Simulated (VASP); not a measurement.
Write the native input for VASP 6.6.1 that does the following.

* Task: relaxation of cell and atoms
* Functional: PBE
* Potentials or basis: VASP PAW PBE potentials, release 64 (H_h, Mo_sv)
* Cutoff: 910 eV
* k mesh: 12 × 12 × 6
* Occupations: gaussian, width 0.01 eV
* Spin: no spin polarisation
* Dipole correction: no
* Further INCAR settings: ALGO = Normal; EDIFF = 1e-07; IBRION = 2; EDIFFG = -0.01; NSW = 100; ISIF = 3

The structure of MoH8 lies in POSCAR:

```
MoH8
1.0
    3.4182168046      0.0000000000      0.0000000000
   -1.7091084023      2.9602625884      0.0000000000
    0.0000000000      0.0000000000      5.9832827806
H Mo
8 1
Direct
    0.0000000000      0.0000000000      0.2061355756
    0.0000000000      0.0000000000      0.7938644244
    0.5000000000      0.0000000000      0.6473413359
    0.0000000000      0.5000000000      0.6473413359
    0.5000000000      0.5000000000      0.6473413359
    0.5000000000      0.0000000000      0.3526586641
    0.0000000000      0.5000000000      0.3526586641
    0.5000000000      0.5000000000      0.3526586641
    0.0000000000      0.0000000000      0.5000000000
```

The cell was generated, and may not be a known phase.

One way to write it, as run:

INCAR

```
SYSTEM = MoH8
PREC     = Accurate       ! precision mode
ENCUT    = 910            ! plane-wave cutoff, eV
EDIFF    = 1E-7           ! SCF threshold, eV
ISMEAR   = 0              ! smearing method
SIGMA    = 0.01           ! smearing width, eV
LREAL    = .FALSE.        ! projectors in reciprocal space
LASPH    = .TRUE.         ! aspherical terms in the spheres
NELM     = 120            ! most SCF steps
ALGO     = Normal         ! electronic algorithm
ISIF     = 3              ! what is computed and relaxed
LWAVE    = .FALSE.        ! write WAVECAR
LCHARG   = .FALSE.        ! write CHGCAR
GGA      = PE             ! functional
IBRION   = 2              ! ionic algorithm
NSW      = 100            ! ionic steps
EDIFFG   = -0.01          ! ionic threshold
GGA_COMPAT= .FALSE.      
NELMIN   = 4
```

KPOINTS

```
Automatic mesh
0
G
  12 12 6
  0 0 0
```

Potentials or basis: VASP PAW PBE potentials, release 64 (H_h, Mo_sv).

Launch:

```sh
$ cat potpaw_PBE.64/H_h/POTCAR potpaw_PBE.64/Mo_sv/POTCAR > POTCAR
$ mpirun -np 1 vasp_std > vasp.out
```

It gave:

* Relaxed volume: 6.72 Å³/atom
* Relaxed cell: a = 3.416 Å, b = 3.416 Å, c = 5.988 Å, α = 90.00°, β = 90.00°, γ = 120.00°
* Space group after relaxing (to 0.1 Å): P6/mmm (No. 191)
* Energy gained by relaxing: 0.0 meV/atom
* Ionic steps: 2
* Pressure after relaxing: -0.2 GPa
* Largest force after relaxing: 0.010 eV/Å
* Band gap on the k mesh: 0.19 eV (least direct gap 0.28 eV)

Wall time 2.1 min on 1 thread of Intel(R) Xeon(R) 6975P-C (Granite Rapids), with other jobs on the host, peak memory 0.39 GiB.
